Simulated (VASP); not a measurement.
Here is a VASP 6.6.1 calculation.

The input INCAR:

```
PREC = Accurate ; ENCUT = 600
EDIFF = 1E-7 ; ISMEAR = 0
SIGMA = 0.1 ; LREAL = False
LASPH = True ; NELM = 80
ALGO = Fast ; ISIF = 3
LWAVE = False ; LCHARG = False
GGA = PS ; IBRION = 2
NSW = 70 ; EDIFFG = -0.008
PSTRESS = 40.0
```

The input KPOINTS:

```
regular mesh
0
Gamma
  18 18 10
```

Contents of POSCAR:

```
Ag
1.0
    2.8366240751      0.0000000000      0.0000000000
   -1.4183120375      2.4565885100      0.0000000000
    0.0000000000      0.0000000000      4.6414023136
Ag
2
Direct
    0.3333333333      0.6666666667      0.2500000000
    0.6666666667      0.3333333333      0.7500000000
```

Potentials or basis: VASP PAW PBE potentials, release 64 (Ag).

Command:

```bash
$ cat potpaw_PBE.64/Ag/POTCAR > POTCAR
$ mpirun -np 1 vasp_std > vasp.out
```

(1) Estimate the space group after relaxing (to 0.1 Å).

(2) Estimate the band gap on the k mesh.

(3) Estimate the relaxed volume.

Results:

(1) P6_3/mmc (No. 194).

(2) zero (bands 11 and 12 overlap by 7.66 eV).

(3) 16.15 Å³/atom.

Caveat: the cell is relaxed towards a set pressure, so the run minimises the enthalpy, not the energy; the PAW data sets were made with another functional, which shifts forces and pressure a little.
